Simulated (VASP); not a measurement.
Runs of VASP 6.6.1 on Hg. The structure is that of space group Pm-3m (No. 221), or close to it. The cells are those of the table. 

```tsv
cell	gap on the mesh (eV)	pressure (GPa)
a = 2.971 Å, 1 atom	none	(a)
a = 3.101 Å, 1 atom	none	0.1
a = 2.586 Å, 1 atom	none	(b)
a = 2.461 Å, 1 atom	none	141.3
a = 2.340 Å, 1 atom	none	270.3
a = 2.854 Å, 1 atom	none	11.5
a = 2.727 Å, 1 atom	none	29.0
```

Alike in all rows: task single point; level PBE; potentials or basis VASP PAW PBE potentials, release 64 (Hg); no spin polarisation; k mesh 12 × 12 × 12; cutoff (eV) 520; smearing fermi-dirac 0.08 eV.

Q: Fill in the values left out.

A: (a) 3.7; (b) 69.3.

Caveats: spin-orbit coupling is left out, which moves the levels of the heavy elements; the cell stands under pressure (at least some runs).

A k mesh can miss the band edges, and the runs leave out spin-orbit coupling on Hg.

A gap of «none» marks levels without a gap at the run's occupations.
